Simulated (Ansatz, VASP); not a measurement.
## One calculation of CdTe, two programs

The input POSCAR:

```
CdTe
1.0
    0.0000000000      3.1227839945      3.1227839945
    3.1227839945      0.0000000000      3.1227839945
    3.1227839945      3.1227839945      0.0000000000
Cd Te
1 1
Direct
    0.0000000000      0.0000000000      0.0000000000
    0.2500000000      0.2500000000      0.2500000000
```

INCAR.step1

```
  ALGO = Normal
  EDIFF = 1E-4
  ENCUT = 520
  GGA = PE
  ISMEAR = 0
  LASPH = True
  LCHARG = False
  LREAL = False
  LWAVE = True
  NBANDS = 16
  NELM = 80
  PREC = Accurate
  SIGMA = 0.01
```

INCAR.step2

```
  ALGO = Normal
  EDIFF = 1E-7
  ENCUT = 520
  ISIF = 2
  ISMEAR = 0
  ISTART = 1
  LASPH = True
  LCHARG = False
  LMIXTAU = True
  LREAL = False
  LWAVE = False
  METAGGA = R2SCAN
  NBANDS = 16
  NELM = 80
  PREC = Accurate
  SIGMA = 0.01
```

KPOINTS

```
k-points
0
Gamma
  5 5 5
```

Input for Ansatz:

```yaml
crystal:
  lattice:
    - [0.0, 3.1227839945003892, 3.1227839945003892]
    - [3.1227839945003892, 0.0, 3.1227839945003892]
    - [3.1227839945003892, 3.1227839945003892, 0.0]
  atoms:
    - { symbol: Cd, position: [0.0, 0.0, 0.0] }
    - { symbol: Te, position: [0.25, 0.25, 0.25] }
kpoints:
  mp_grid:
    grid: [5, 5, 5]
hamiltonian:
  xc: r2scan
  pseudopotentials:
    kind: nc
scf:
  mixing:
    algorithm: anderson
    beta: 0.7
  occupations:
    method: fixed
output:
  stress: true
```

Alike in both runs: task single point; functional r2SCAN; k mesh 5 × 5 × 5; no spin polarisation.

|  | VASP | Ansatz |
| --- | --- | --- |
| version | VASP 6.6.1 | Ansatz 0.2.0 |
| potentials or method | VASP PAW PBE potentials, release 64 (Cd, Te) | plane waves, norm-conserving potentials |
| plane-wave cutoff (eV) | 520 | 1306 |
| occupations | gaussian, width 0.01 eV | fixed |
| valence electrons in the cell | 18 | 36 |

Ansatz gave:

- pressure (GPa): 8.4

Task: What did VASP give for the same quantities?

Result: Pressure (GPa): 8.6.

VASP's potentials were made for PBE, not for r2SCAN. VASP's potentials hold 18 valence electrons a cell and Ansatz's 36, so a difference there can come from the potentials and not from the codes.

Neither program's run includes spin-orbit coupling.
